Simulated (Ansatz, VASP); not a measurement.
## One calculation of GaN, two programs

File INCAR:

```
SYSTEM = GaN
PREC = Accurate
ENCUT = 520
EDIFF = 1E-6
ISMEAR = 0
SIGMA = 0.05
LREAL = .FALSE.
LASPH = .TRUE.
NELM = 80
ALGO = Normal
ISIF = 2
LWAVE = .FALSE.
LCHARG = .FALSE.
GGA = PE
NBANDS = 16
```

Contents of KPOINTS:

```
regular mesh
0
G
  10 10 10
  0 0 0
```

POSCAR

```
GaN
1.0
    0.0000000000      2.1971630923      2.2535006075
    2.1971630923      0.0000000000      2.2535006075
    2.1971630923      2.1971630923      0.0000000000
Ga N
1 1
Direct
    0.0000000000      0.0000000000      0.0000000000
    0.7500000000      0.7500000000      0.7500000000
```

Input for Ansatz:

```yaml
crystal:
  lattice:
    - [0.0, 2.1971630923, 2.2535006075]
    - [2.1971630923, 0.0, 2.2535006075]
    - [2.1971630923, 2.1971630923, 0.0]
  atoms:
    - { symbol: Ga, position: [0.0, 0.0, 0.0] }
    - { symbol: "N", position: [0.75, 0.75, 0.75] }
basis:
  ecutwfc: 420
kpoints:
  mp_grid: { grid: [10, 10, 10] }
hamiltonian:
  xc: pbe
scf:
  occupations: { method: gaussian, width: 0.05 }
output:
  forces: true
  stress: true
  eigenvalues: true
  write_density: true
  write_potential: true
  elf: true
  volumetric_format: npy
```

Change from the starting cell: strain -0.025 along x and y, +0.000 along z, atoms carried along.

Alike in both runs: task single point; functional PBE; k mesh 10 × 10 × 10; occupations gaussian, width 0.05 eV; no spin polarisation.

```csv
,VASP,Ansatz
version,VASP 6.6.1,Ansatz 0.2.0
potentials or method,"VASP PAW PBE potentials, release 64 (Ga_d, N), cutoff 520 eV","scalar-relativistic, plane waves, PAW"
valence electrons in the cell,18,18
```

Ansatz gave:

* gap on the k mesh at the Fermi level (eV): 2.00
* least direct gap on the mesh (eV): 2.00
* pressure (GPa): 15.9
* traceless stress, the component that is largest in VASP (GPa): -2.07

Problem. Which values does VASP return?

Solution. gap on the k mesh at the Fermi level (eV): 2.01; least direct gap on the mesh (eV): 2.01; pressure (GPa): 15.9; traceless stress, the component that is largest in VASP (GPa): -2.08.

With one functional, cell and mesh, what is left measures potentials, basis and numerics.
